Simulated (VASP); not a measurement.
A run of VASP 6.6.1 is set up as follows.

File INCAR:

```
PREC = Accurate
ENCUT = 520
EDIFF = 1E-6
ISMEAR = 0
SIGMA = 0.15
LREAL = False
LASPH = True
NELM = 80
ALGO = Fast
ISIF = 2
LWAVE = False
LCHARG = False
GGA = PS
NBANDS = 26
```

KPOINTS

```
regular mesh
0
Gamma
  14 14 14
```

File POSCAR:

```
AlCu3
1.0
    3.6318704096      0.0000000000      0.0000000000
    0.0000000000      3.6318704096      0.0000000000
    0.0000000000      0.0000000000      3.6318704096
Al Cu
1 3
Direct
    0.0000000000      0.0000000000      0.1084289789
    0.5000000000      0.5000000000      0.0000000000
    0.5000000000      0.0000000000      0.5000000000
    0.0000000000      0.5000000000      0.5000000000
```

Potentials or basis: VASP PAW PBE potentials, release 64 (Al, Cu).

Launch:

```bash
$ cat potpaw_PBE.64/Al/POTCAR potpaw_PBE.64/Cu/POTCAR > POTCAR
$ mpirun -np 1 vasp_std > vasp.out
```

(1) What does it give for the largest force?

(2) What does it give for the band gap on the k mesh?

Results:

(1) 3.130 eV/Å.

(2) zero (band 18 reaches 12.35 eV, above the bottom of band 19 at 6.77 eV).

Caveat: the cell differs from its parent crystal (atom 1 (Al) moved +0.394 Å along Cartesian [0 0 1]); the PAW data sets were made with another functional, which shifts forces and pressure a little.
